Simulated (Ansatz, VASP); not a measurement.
**MgO in VASP and in Ansatz**

Contents of POSCAR:

```
MgO
1.0
    0.0000000000      2.1921000000      2.1921000000
    2.1921000000      0.0000000000      2.1921000000
    2.1921000000      2.1921000000      0.0000000000
Mg O
1 1
Direct
    0.0000000000      0.0000000000      0.0000000000
    0.5000000000      0.5000000000      0.5000000000
```

Contents of INCAR.step1:

```
SYSTEM = MgO
ALGO = Normal
EDIFF = 1E-5
ENCUT = 660
GGA = PE
GGA_COMPAT = .False.
ISMEAR = -1
LASPH = .True.
LCHARG = .False.
LREAL = .False.
LWAVE = .True.
NBANDS = 11
NELM = 120
PREC = Accurate
SIGMA = 0.02
```

INCAR.step2

```
SYSTEM = MgO
ALGO = Normal
EDIFF = 1E-6
ENCUT = 660
GGA_COMPAT = .False.
ISIF = 2
ISMEAR = -1
ISTART = 1
LASPH = .True.
LCHARG = .True.
LELF = .True.
LMIXTAU = .True.
LREAL = .False.
LVHAR = .True.
LWAVE = .False.
METAGGA = R2SCAN
NBANDS = 11
NELM = 120
PREC = Accurate
SIGMA = 0.02
```

Contents of KPOINTS:

```
k-points
0
Gamma
  9 9 9
  0 0 0
```

Input for Ansatz:

```yaml
crystal:
  lattice:
    - [0.0, 2.1921, 2.1921]
    - [2.1921, 0.0, 2.1921]
    - [2.1921, 2.1921, 0.0]
  atoms:
    - { symbol: Mg, position: [0.0, 0.0, 0.0] }
    - { symbol: O, position: [0.5, 0.5, 0.5] }
hamiltonian:
  xc: r2scan
  pseudopotentials: { kind: paw }
basis:
  ecutwfc: 500
kpoints:
  mp_grid: { grid: [9, 9, 9] }
scf:
  occupations: { method: fermi_dirac, width: 0.02 }
  lower_state_search: "off"
output:
  forces: true
  stress: true
  write_density: true
  write_potential: true
  elf: true
  volumetric_format: npy
```

Alike in both runs: task single point; functional r2SCAN; k mesh 9 × 9 × 9; occupations fermi-dirac, width 0.02 eV; no spin polarisation.

|  | VASP | Ansatz |
| --- | --- | --- |
| version | VASP 6.6.1 | Ansatz 0.2.0 |
| potentials or method | VASP PAW PBE potentials, release 64 (Mg, O), cutoff 660 eV | PAW, plane waves, scalar-relativistic |
| valence electrons in the cell | 8 | 16 |

VASP gave:

* gap on the k mesh at the Fermi level (eV): 4.48
* pressure (GPa): -17.5

Task: Estimate Ansatz's values.

Result: gap on the k mesh at the Fermi level (eV): 4.50; pressure (GPa): -16.2.

VASP's potentials were made for PBE, not for r2SCAN. The functional is the same, so the differences come from potentials, cutoffs and numerics. VASP's potentials hold 8 valence electrons a cell and Ansatz's 16, so a difference there can come from the potentials and not from the codes.
